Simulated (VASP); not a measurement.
Write the native input for VASP 6.6.1 that does the following.

```yaml
Task: single point
Functional: LDA
Potentials_or_basis: VASP PAW LDA potentials, release 64 (Sn_d, O)
Cutoff: 520 eV
k_mesh: 4 × 4 × 6
Occupations: fermi-dirac, width 0.03 eV
Spin: no spin polarisation
Dipole_correction: no
Further_INCAR_settings: ALGO = Normal; EDIFF = 1e-06; NBANDS = 35
```

The structure of SnO2 lies in POSCAR:

```
SnO2
1.0
    4.6406422521      0.0000000000      0.0000000000
    0.0000000000      4.6406422521      0.0000000000
    0.0000000000      0.0000000000      3.1213531768
Sn O
2 4
Direct
    0.0000000000      0.0000000000      0.0000000000
    0.5000000000      0.5000000000      0.5000000000
    0.3056200000      0.3056200000      0.0000000000
    0.1943800000      0.8056200000      0.5000000000
    0.6943800000      0.6943800000      0.0000000000
    0.8056200000      0.1943800000      0.5000000000
```

This cell differs from its parent crystal: volume scaled by 0.94.

These files were run (other wordings do the same):

INCAR

```
PREC = Accurate
ENCUT = 520
EDIFF = 1E-6
ISMEAR = -1
SIGMA = 0.03
LREAL = F
LASPH = T
NELM = 60
ALGO = Normal
ISIF = 2
LWAVE = F
LCHARG = F
GGA = CA
NBANDS = 35
```

KPOINTS

```
regular mesh
0
Gamma
  4 4 6
```

Potentials or basis: VASP PAW LDA potentials, release 64 (Sn_d, O).

The run is started by

```bash
$ cat potpaw_LDA.64/Sn_d/POTCAR potpaw_LDA.64/O/POTCAR > POTCAR
$ mpirun -np 1 vasp_std > vasp.out
```

It gave:

```json
{
  "Pressure": "15.5 GPa",
  "Largest force": "0.182 eV/Å",
  "Band gap on the k mesh": "1.90 eV, direct"
}
```

Caveat: spin-orbit coupling is left out, which moves the levels of the heavy elements.

It took 76 s on 1 thread of Intel Xeon 8259CL, with other jobs on the host, peak memory 0.18 GiB.
